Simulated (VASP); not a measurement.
# Be (P6/mmm) in VASP: notebook

Be is run at these levels: PBEsol; tasks: single point, relaxation of cell and atoms.

All numbers are computed with VASP 6.6.1; they aren't measurements. Logs are shortened: lines on timing, memory, paths and dates and some standing lists are left out, and cuts for length are marked.

**1. The cell of the first run**

It takes space group P6/mmm (No. 191, hexagonal). The conventional cell has a = 3.698 Å, b = 3.698 Å, c = 2.267 Å, α = 90.00°, β = 90.00°, γ = 120.00°. Be (site symmetry 6/mmm) has 14 Be at 2.27 to 2.42 Å within 3.0 Å. Within 2.8 Å of Be (site symmetry -6m2) lie 11 Be at 2.13 to 2.42 Å.

This isn't the form of Be at room conditions, which is hcp.

**2. Single point, PBEsol (8.95 Å³/atom)**

The input, INCAR:

```
PREC     = Accurate       # precision mode
ENCUT    = 520            # plane-wave cutoff, eV
EDIFF    = 1E-6           # SCF threshold, eV
ISMEAR   = -1             # smearing method
SIGMA    = 0.1            # smearing width, eV
LREAL    = False          # projectors in reciprocal space
LASPH    = True           # aspherical terms in the spheres
NELM     = 60             # most SCF steps
ALGO     = Normal         # electronic algorithm
ISIF     = 2              # what is computed and relaxed
LWAVE    = False          # write WAVECAR
LCHARG   = True           # write CHGCAR
GGA      = PS             # functional
LELF     = True           # ELF
LVHAR    = True         
NBANDS   = 10             # bands
```

The input, KPOINTS:

```
regular mesh
0
Gamma
  12 12 16
```

The input, POSCAR:

```
Be
1.0
    3.6979144173      0.0000000000      0.0000000000
   -1.8489572086      3.2024878264      0.0000000000
    0.0000000000      0.0000000000      2.2674532062
Be
3
Direct
    1.0000000000      1.0000000000      1.0000000000
    0.3333333333      0.6666666667      0.5000000000
    0.6666666667      0.3333333333      0.5000000000
```

Potentials or basis: VASP PAW PBE potentials, release 64 (Be).

Run with:

```console
cat potpaw_PBE.64/Be/POTCAR > POTCAR
mpirun -np 1 vasp_std > vasp.out
```

OUTCAR:

```text
PREC = Accurate
   ENCUT = 520
   EDIFF = 1E-6
   ISMEAR = -1
   LREAL = False
   LASPH = True
   NELM = 60
   ISIF = 2
   GGA = PS

 ion  position               nearest neighbor table
   1  0.000  0.000  0.000-
   2  0.333  0.667  0.500-   3 2.13   3 2.13   3 2.13
   3  0.667  0.333  0.500-   2 2.13   2 2.13   2 2.13

  LATTYP: Found a hexagonal cell.
 ALAT       =     3.6979144173
 C/A-ratio  =     0.6131708175

  Lattice vectors:

 A1 = (   3.6979144173,   0.0000000000,   0.0000000000)
 A2 = (  -1.8489572086,   3.2024878264,   0.0000000000)
 A3 = (   0.0000000000,   0.0000000000,   2.2674532062)

Analysis of symmetry for initial positions (statically):
=====================================================================
 Subroutine PRICEL returns:
 Original cell was already a primitive cell.

 Routine SETGRP: Setting up the symmetry group for a
 hexagonal supercell.

 Subroutine GETGRP returns: Found 24 space group operations
 (whereof 24 operations were pure point group operations)
 out of a pool of 24 trial point group operations.

The static configuration has the point symmetry D_6h.

Analysis of symmetry for dynamics (positions and initial velocities):
=====================================================================
 Subroutine PRICEL returns:
 Original cell was already a primitive cell.

 Routine SETGRP: Setting up the symmetry group for a
 hexagonal supercell.

 Subroutine GETGRP returns: Found 24 space group operations
 (whereof 24 operations were pure point group operations)
 out of a pool of 24 trial point group operations.

The dynamic configuration has the point symmetry D_6h.

 Subroutine INISYM returns: Found 24 space group operations
 (whereof 24 operations are pure point group operations),
 and found     1 'primitive' translations

----------------------------------------------------------------------------------------

                                     Primitive cell

  volume of cell :      26.8524

  direct lattice vectors                    reciprocal lattice vectors
     3.697914417  0.000000000  0.000000000     0.270422700  0.156128618  0.000000000
    -1.848957209  3.202487826  0.000000000     0.000000000  0.312257237  0.000000000
     0.000000000  0.000000000  2.267453206     0.000000000  0.000000000  0.441023434

  length of vectors
     3.697914417  3.697914417  2.267453206     0.312257237  0.312257237  0.441023434

  position of ions in fractional coordinates (direct lattice)
     0.000000000  0.000000000  0.000000000
     0.333333333  0.666666667  0.500000000
     0.666666667  0.333333333  0.500000000

  ion indices of the primitive-cell ions
   primitive index   ion index
                 1           1
                 2           2
                 3           3

----------------------------------------------------------------------------------------

 KPOINTS: regular mesh

Automatic generation of k-mesh.
 Grid dimensions read from file:
 generate k-points for:   12   12   16

 Generating k-lattice:

  Cartesian coordinates                     Fractional coordinates (reciprocal lattice)
     0.022535225  0.013010718  0.000000000     0.083333333  0.000000000  0.000000000
     0.000000000  0.026021436  0.000000000     0.000000000  0.083333333  0.000000000
     0.000000000  0.000000000  0.027563965     0.000000000  0.000000000  0.062500000

  Length of vectors
     0.026021436  0.026021436  0.027563965

  Shift w.r.t. Gamma in fractional coordinates (k-lattice)
     0.000000000  0.000000000  0.000000000

 Subroutine IBZKPT returns following result:
 ===========================================

 Found    171 irreducible k-points:

 Following reciprocal coordinates:
            Coordinates               Weight
  0.000000  0.000000  0.000000      1.000000
  0.083333  0.000000  0.000000      6.000000
  0.166667  0.000000  0.000000      6.000000
  0.250000 -0.000000  0.000000      6.000000
  0.333333 -0.000000  0.000000      6.000000
  0.416667  0.000000  0.000000      6.000000
[... 16 lines left out ...]
  0.250000 -0.000000  0.062500     12.000000
  0.333333 -0.000000  0.062500     12.000000
 [... further k-points ...]
   k-points           NKPTS =    171   k-points in BZ     NKDIM =    171   number of bands    NBANDS=     10
   number of dos      NEDOS =    301   number of ions     NIONS =      3
   total plane-waves  NPLWV =  14112
   dimension x,y,z NGX =    28 NGY =   28 NGZ =   18
   dimension x,y,z NGXF=    56 NGYF=   56 NGZF=   36
   ions per type =               3
   NGX,Y,Z   is equivalent  to a cutoff of  12.59, 12.59, 13.20 a.u.
   NGXF,Y,Z  is equivalent  to a cutoff of  25.18, 25.18, 26.39 a.u.
 SYSTEM =  unknown system
   PREC   = accura    normal or accurate (medium, high low for compatibility)
   ISTART =      0    job   : 0-new  1-cont  2-samecut
   ICHARG =      2    charge: 1-file 2-atom 10-const
   ISPIN  =      1    spin polarized calculation?
   LNONCOLLINEAR =      F non collinear calculations
   LSORBIT =      F    spin-orbit coupling
   LASPH  =      T    aspherical Exc in radial PAW
   ENCUT  =  520.0 eV  38.22 Ry    6.18 a.u.   6.88  6.88  4.22*2*pi/ulx,y,z
   NELM   =     60;   NELMIN=  2; NELMDL= -5     # of ELM steps
   EDIFF  = 0.1E-05   stopping-criterion for ELM
   LREAL  =      F    real-space projection
   EDIFFG = 0.1E-04   stopping-criterion for IOM
   NSW    =      0    number of steps for IOM
   IBRION =     -1    ionic relax: 0-MD 1-quasi-New 2-CG
   NFREE  =      0    steps in history (QN), initial steepest desc. (CG)
   ISIF   =      2    stress and relaxation
   ISYM   =      2    0-nonsym 1-usesym 2-fastsym
   POTIM  = 0.5000    time-step for ionic-motion
   TEBEG  =    0.0;   TEEND  =   0.0 temperature during run
   PSTRESS=    0.0 pullay stress
   NELECT =       6.0000    total number of electrons
   NUPDOWN=      -1.0000    fix difference up-down
   EMIN   =  10.00;   EMAX   =-10.00  energy-range for DOS
   EFERMI =   0.00;   METHOD = LEGACY
   ISMEAR =    -1;   SIGMA  =   0.10  broadening in eV -4-tet -1-fermi 0-gaus
   EFERMI_NEDOS =   21; number of points for ismear=-14 and -15
   IALGO  =     38    algorithm
   IMIX   =      4    mixing-type and parameters
     AMIX     =   0.40;   BMIX     =  1.00
     AMIX_MAG =   1.60;   BMIX_MAG =  1.00
  volume/ion in A,a.u.               =       8.95        60.40
  Fermi-wavevector in a.u.,A,eV,Ry     =   0.993416  1.877283 13.427246  0.986875
  Thomas-Fermi vector in A             =   2.125296
   LORBIT       =      0    0 simple, 1 ext, 2 COOP (PROOUT), +10 PAW based schemes
   GGA     = PS    functional components
   LHFCALC =     F    Hartree Fock is set to
   AEXX    =    0.0000 exact exchange contribution
   IVDW    =     0    specifies the selected vdW correction
   LEPSILON=     F    determine dielectric tensor
   LRPA    =     F    only Hartree local field effects (RPA)
 non-spin polarized calculation
  energy-cutoff  :      520.00
  volume of cell :       26.85
 maximum number of plane-waves:       741
 NGX is ok and might be reduce to    28
   NGX = 13   NGY = 13   NGZ =  9

 number of electron       6.0000000 magnetization

 Free energy of the ion-electron system (eV)
  ---------------------------------------------------
  ext. energy  EPLUGINS =         0.00000000
  ---------------------------------------------------
  free energy    TOTEN  =       -11.33774326 eV

  energy without entropy =      -11.31770358  energy(sigma->0) =      -11.32772342

 E-fermi :   6.5528     XC(G=0): -10.2109

 val. band max:        6.5388808079   @ k =   0.5000  -0.0000   0.4375
 cond. band min:       6.5573729272   @ k =   0.0833   0.0000   0.0000
 fundamental gap:      0.0184921193
 Fermi energy:         6.5527538814

 k-point     1 :       0.0000    0.0000    0.0000
  band No.  band energies     occupation
      1      -4.6268      2.00000
      2       5.5108      1.99994
      3       5.5108      1.99994
      4       5.7118      1.99955
      5       5.7118      1.99955
      6      11.3208      0.00000
      7      11.4916      0.00000
      8      16.4571      0.00000
      9      24.2624      0.00000
     10      24.2810      0.00000

 k-point     2 :       0.0833    0.0000    0.0000
  band No.  band energies     occupation
      1      -4.5497      2.00000
      2       4.3047      2.00000
      3       4.5298      2.00000
      4       6.5574      0.97691
      5       6.8831      0.07094
      6      11.6491      0.00000
      7      11.7974      0.00000
      8      16.5463      0.00000
      9      23.8907      0.00000
     10      24.0578      0.00000

 k-point     3 :       0.1667    0.0000    0.0000
  band No.  band energies     occupation
      1      -4.3186      2.00000
      2       2.9018      2.00000
      3       3.6479      2.00000
      4       6.9724      0.02965
      5       8.3346      0.00000
      6      12.3399      0.00000
      7      12.9017      0.00000
      8      16.8128      0.00000
      9      22.8751      0.00000
     10      23.3359      0.00000

 k-point     4 :       0.2500   -0.0000    0.0000
  band No.  band energies     occupation
      1      -3.9334      2.00000
      2       1.5365      2.00000
      3       2.9595      2.00000
      4       7.0383      0.01545
      5       9.9672      0.00000
      6      13.2538      0.00000
      7      14.5784      0.00000
      8      17.2531      0.00000
      9      21.5493      0.00000
     10      21.9381      0.00000

 k-point     5 :       0.3333   -0.0000    0.0000
  band No.  band energies     occupation
      1      -3.3943      2.00000
      2       0.2720      2.00000
      3       2.4668      2.00000
      4       6.9825      0.02685
      5      11.7691      0.00000
      6      14.3612      0.00000
      7      16.4413      0.00000
      8      17.8609      0.00000
      9      20.0640      0.00000
     10      20.0674      0.00000

 k-point     6 :       0.4167    0.0000    0.0000
  band No.  band energies     occupation
      1      -2.7020      2.00000
      2      -0.8633      2.00000
      3       2.1709      2.00000
      4       6.9198      0.04965
      5      13.7204      0.00000
      6      15.6263      0.00000
      7      17.9679      0.00000
      8      18.0701      0.00000
      9      18.5380      0.00000
     10      18.6249      0.00000
[... 183 lines left out ...]
 k-point    21 :       0.0833    0.0000    0.0625
  band No.  band energies     occupation
      1      -4.4629      2.00000
      2       4.4079      2.00000
      3       4.6369      2.00000
      4       6.6535      0.53496
      5       6.9887      0.02526
      6      11.4682      0.00000
      7      11.7564      0.00000
      8      15.9620      0.00000
      9      23.5783      0.00000
     10      23.8339      0.00000

 k-point    22 :       0.1667    0.0000    0.0625
  band No.  band energies     occupation
      1      -4.2316      2.00000
      2       3.0001      2.00000
      3       3.7557      2.00000
      4       7.0434      0.01469
      5       8.4382      0.00000
      6      12.2233      0.00000
      7      12.8125      0.00000
      8      16.1957      0.00000
      9      22.8459      0.00000
     10      23.0320      0.00000

 k-point    23 :       0.2500   -0.0000    0.0625
  band No.  band energies     occupation
      1      -3.8461      2.00000
      2       1.6311      2.00000
      3       3.0678      2.00000
      4       7.0897      0.00927
      5      10.0679      0.00000
      6      13.1460      0.00000
      7      14.4762      0.00000
      8      16.5740      0.00000
      9      21.5818      0.00000
     10      21.9190      0.00000

 k-point    24 :       0.3333   -0.0000    0.0625
  band No.  band energies     occupation
      1      -3.3066      2.00000
      2       0.3641      2.00000
      3       2.5754      2.00000
      4       7.0238      0.01785
      5      11.8653      0.00000
      6      14.2478      0.00000
      7      16.3054      0.00000
      8      17.0666      0.00000
      9      20.0816      0.00000
     10      20.1499      0.00000

 [... further k-points ...]

------------------------ aborting loop because EDIFF is reached ----------------------------------------

  FORCE on cell =-STRESS in cart. coord.  units (eV):
  Direction    XX          YY          ZZ          XY          YZ          ZX
  --------------------------------------------------------------------------------------
  -------------------------------------------------------------------------------------
  Total       -1.9811453     -1.9811453     -1.3968669     -0.0000000     -0.0000000      0.0000000
  in kB     -118.2072800   -118.2072800    -83.3456494     -0.0000000     -0.0000000      0.0000000
  external PRESSURE =    -106.5867365 kB  Pullay stress =       0.0000000 kB

 VOLUME and BASIS-vectors are now :
 -----------------------------------------------------------------------------
  energy-cutoff  :      520.00
  volume of cell :       26.85
      direct lattice vectors                 reciprocal lattice vectors
     3.697914417  0.000000000  0.000000000     0.270422700  0.156128618  0.000000000
    -1.848957209  3.202487826  0.000000000     0.000000000  0.312257237  0.000000000
     0.000000000  0.000000000  2.267453206     0.000000000  0.000000000  0.441023434

 POSITION                                       TOTAL-FORCE (eV/Angst)
 -----------------------------------------------------------------------------------
      0.00000      0.00000      0.00000        -0.000000      0.000000      0.000000
     -0.00000      2.13499      1.13373        -0.000000     -0.000000      0.000000
      1.84896      1.06750      1.13373         0.000000      0.000000     -0.000000
 -----------------------------------------------------------------------------------
    total drift:                                0.000000     -0.000000     -0.000000

  FREE ENERGIE OF THE ION-ELECTRON SYSTEM (eV)
  ---------------------------------------------------
  free  energy   TOTEN  =       -11.3377432569 eV

  energy  without entropy=      -11.3177035849  energy(sigma->0) =      -11.32772342
```

It took 48 s on 1 thread of Intel Xeon 8259CL, shared host; peak memory 0.16 GiB.

Results:

* Free energy: -11.3377 eV
* Pressure: -10.7 GPa
* Band gap on the k mesh: zero (bands 3 and 4 overlap by 4.37 eV)

Stress tensor (GPa, compression positive):
```
-11.82   0.00   0.00
  0.00 -11.82   0.00
  0.00   0.00  -8.33
```

Caveat: the cell stands under tension; the PAW data sets were made with another functional, which shifts forces and pressure a little.

[end of part 1 of 2]
